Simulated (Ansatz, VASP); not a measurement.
# Two plane-wave programs on Ta2Cu

```
Ta Cu
1.0
     0.00000    3.59696    3.59696
     3.59696    0.00000    3.59696
     3.59696    3.59696    0.00000
Ta Cu
4 2
Direct
  0.62500 0.62500 0.62500
  0.12500 0.62500 0.62500
  0.62500 0.62500 0.12500
  0.62500 0.12500 0.62500
  0.00000 0.00000 0.00000
  0.25000 0.25000 0.25000
```

Alike in both runs: task relaxation of cell and atoms; functional PBE; k mesh 4 × 4 × 4; occupations gaussian, width 0.1 eV; no spin polarisation.

```csv
,VASP,Ansatz
version,VASP 6.6.1,Ansatz 0.2.0
potentials or method,"VASP PAW PBE potentials, release 64 (Ta_pv, Cu), cutoff 600 eV","scalar-relativistic, plane waves, PAW"
valence electrons in the cell,66,90
```

|  | VASP | Ansatz | Ansatz less VASP |
| --- | --- | --- | --- |
| gap on the k mesh at the Fermi level, each at its own relaxed structure (eV) | none | none | - |
| relaxed volume (Å³/atom) | 18.41 | 18.31 | -0.100 |
| relaxed cell length with the largest relative difference (Å) | 5.386 | 5.376 | -0.0097 |

A gap of «none» marks a metal or a gap that the smearing closes. VASP's potentials hold 66 valence electrons a cell and Ansatz's 90, so a difference there can come from the potentials and not from the codes.

The k mesh is coarse, so the values compare programs but aren't converged. Spin-orbit coupling is off throughout. Noted on VASP's run: the volume moved by over 15 % at a fixed basis, so the end points are rough.
